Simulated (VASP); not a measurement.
Runs of VASP 6.6.1 on Na. Symmetry: Im-3m, No. 229, cubic system. Conventional cell: a = 4.225 Å, b = 4.225 Å, c = 4.225 Å, α = 90.00°, β = 90.00°, γ = 90.00°. Na (site symmetry m-3m) has 14 Na at 3.66 to 4.22 Å within 4.8 Å. 

| k mesh | smearing | gap on the mesh (eV) | pressure (GPa) |
| --- | --- | --- | --- |
| 2 × 2 × 2 | fermi-dirac 0.1 eV | none | 2.1 |
| 17 × 17 × 17 | fermi-dirac 0.1 eV | none | 0.1 |
| 4 × 4 × 4 | fermi-dirac 0.1 eV | none | 0.4 |
| 11 × 11 × 11 | methfessel-paxton 1 eV | none | 0.1 |
| 7 × 7 × 7 | fermi-dirac 0.1 eV | none | 0.1 |
| 11 × 11 × 11 | fermi-dirac 0.03 eV | none | 0.1 |
| 9 × 9 × 9 | fermi-dirac 0.1 eV | none | 0.1 |
| 11 × 11 × 11 | fermi-dirac 0.01 eV | none | 0.1 |
| 11 × 11 × 11 | methfessel-paxton 0.3 eV | none | 0.1 |
| 11 × 11 × 11 | fermi-dirac 0.3 eV | none | (a) |
| 5 × 5 × 5 | fermi-dirac 0.1 eV | none | 0.1 |
| 11 × 11 × 11 | methfessel-paxton 0.2 eV | none | 0.1 |

Alike in all rows: task single point; level r2SCAN; potentials or basis VASP PAW PBE potentials, release 64 (Na_pv); no spin polarisation; cell as given; cutoff (eV) 520.

Problem. Fill in the values left out.

Solution. (a) 0.2.

Caveats: some runs use coarse meshes; the PAW data sets were made with another functional, which shifts forces and pressure a little; so wide a smearing shifts energies and pressures (at least some runs).

A gap of «none» marks levels without a gap at the run's occupations.
